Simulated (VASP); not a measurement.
A run of VASP 6.6.1 is set up as follows.

The input INCAR:

```
SYSTEM = Hf5H2
  PREC = Accurate
  ENCUT = 520
  EDIFF = 1E-7
  ISMEAR = 0
  SIGMA = 0.2
  LREAL = .False.
  LASPH = .True.
  NELM = 80
  ALGO = Normal
  ISIF = 2
  LWAVE = .False.
  LCHARG = .False.
  GGA = PE
  NBANDS = 65
```

File KPOINTS:

```
regular mesh
0
Gamma
  6 6 1
  0 0 0
```

POSCAR

```
Hf5H2
1.0
    3.2180780313      0.0000000000      0.0000000000
   -1.6090390157      2.7869373265      0.0000000000
    0.0000000000      0.0000000000     25.8113593003
Hf H
10 4
Direct
    0.3333333333      0.6666666667      0.0483876015
    0.6666666667      0.3333333333      0.1521596451
    0.3333333333      0.6666666667      0.4516123985
    0.6666666667      0.3333333333      0.3478403549
    0.3333333333      0.6666666667      0.2500000000
    0.6666666667      0.3333333333      0.9516123985
    0.3333333333      0.6666666667      0.8478403549
    0.6666666667      0.3333333333      0.5483876015
    0.3333333333      0.6666666667      0.6521596451
    0.6666666667      0.3333333333      0.7500000000
    0.0000000000      0.0000000000      0.1006350095
    0.0000000000      0.0000000000      0.3993649905
    0.0000000000      0.0000000000      0.8993649905
    0.0000000000      0.0000000000      0.6006350095
```

Potentials or basis: VASP PAW PBE potentials, release 64 (Hf_pv, H).

Run with:

```sh
$ cat potpaw_PBE.64/Hf_pv/POTCAR potpaw_PBE.64/H/POTCAR > POTCAR
$ mpirun -np 1 vasp_std > vasp.out
```

(1) What does it give for the pressure?

(2) What does it give for the largest force?

(3) Estimate the band gap on the k mesh.

Results:

(1) -0.6 GPa.

(2) 0.020 eV/Å.

(3) zero (bands 52 and 53 overlap by 1.12 eV).

Caveat: the k points lie up to 0.38 Å⁻¹ apart, too coarse for converged energies and pressures of a metal; spin-orbit coupling is left out, which moves the levels of the heavy elements.
